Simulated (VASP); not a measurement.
# BaZrO3: single point with PBEsol

BaZrO3:

```
CELL_PARAMETERS angstrom
4.18072 0.00000 0.00000
0.00000 4.18072 0.00000
0.00000 0.00000 4.18072
ATOMIC_POSITIONS crystal
Ba 0.00000 0.00000 0.00000
Zr 0.50000 0.50000 0.50000
O 0.50000 0.50000 0.00000
O 0.00000 0.50000 0.50000
O 0.50000 0.00000 0.50000
```

```yaml
Program: VASP 6.6.1
Task: single point
Functional: PBEsol
Potentials_or_basis: VASP PAW PBE potentials, release 64 (Ba_sv, Zr_sv, O_h)
Cutoff: 1340 eV
k_mesh: 6 × 6 × 6
Occupations: gaussian, width 0.02 eV
Spin: no spin polarisation
Dipole_correction: no
Further_INCAR_settings: ALGO = Normal; EDIFF = 1e-06; NBANDS = 28
```

- Pressure: 1.0 GPa
- Band gap on the k mesh: 3.13 eV (least direct gap 3.34 eV)

Levels at points of the mesh, in eV from the valence-band top:
```
           k point  band 17  band 18  band 19  band 20  band 21  band 22  band 23  band 24
(0.00, 0.00, 0.00)    -1.01    -0.21    -0.21    -0.21     3.13     3.13     3.13     4.56
(0.50, 0.00, 0.00)    -1.77    -1.74    -0.44    -0.44     3.59     5.74     5.74     6.39
(0.50, 0.50, 0.00)    -0.94    -0.94    -0.77    -0.08     5.70     5.70     6.47     6.50
(0.50, 0.50, 0.50)    -2.56     0.00     0.00     0.00     5.94     5.94     5.94     7.07
```

Wall time 3.4 min on 1 thread of AMD EPYC 7R13 Processor (Zen 3), on a shared host, peak memory 0.42 GiB.

Caveat: the PAW data sets were made with another functional, which shifts forces and pressure a little; spin-orbit coupling is left out, which moves the levels of the heavy elements. A k mesh can miss the band edges.
